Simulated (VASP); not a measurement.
A run of VASP 6.6.1 is set up as follows.

INCAR

```
PREC = Accurate
ENCUT = 520
EDIFF = 1E-7
ISMEAR = 0
SIGMA = 0.1
LREAL = False
LASPH = True
NELM = 80
ALGO = Normal
ISIF = 2
LWAVE = False
LCHARG = False
LDIPOL = True
IDIPOL = 3
DIPOL = 0.5 0.5 0.316
GGA = PE
NBANDS = 80
```

KPOINTS

```
regular mesh
0
Gamma
  5 5 1
```

File POSCAR:

```
Cu12N
1.0
    5.1319544695      0.0000000000      0.0000000000
    0.0000000000      5.1319544695      0.0000000000
    0.0000000000      0.0000000000     19.0279314499
Cu N
12 1
Direct
    0.2500000000      0.2500000000      0.2102172803
    0.2500000000      0.7500000000      0.2102172803
    0.7500000000      0.2500000000      0.2102172803
    0.7500000000      0.7500000000      0.2102172803
    0.0000000000      0.0000000000      0.3029241295
    0.0000000000      0.5000000000      0.3029241295
    0.5000000000      0.0000000000      0.3029241295
    0.5000000000      0.5000000000      0.3029241295
    0.2500000000      0.2500000000      0.3956253190
    0.2500000000      0.7500000000      0.3956253190
    0.7500000000      0.2500000000      0.3956253190
    0.7500000000      0.7500000000      0.3956253190
    0.3333333333      0.4166666667      0.4679238963
```

Potentials or basis: VASP PAW PBE potentials, release 64 (Cu, N).

Launch:

```bash
$ cat potpaw_PBE.64/Cu/POTCAR potpaw_PBE.64/N/POTCAR > POTCAR
$ mpirun -np 1 vasp_std > vasp.out
```

(1) Estimate the band gap on the k mesh.

(2) What does it give for the largest force?

Results:

(1) zero (an odd number of electrons rules out a gap without spin polarisation).

(2) 2.316 eV/Å.
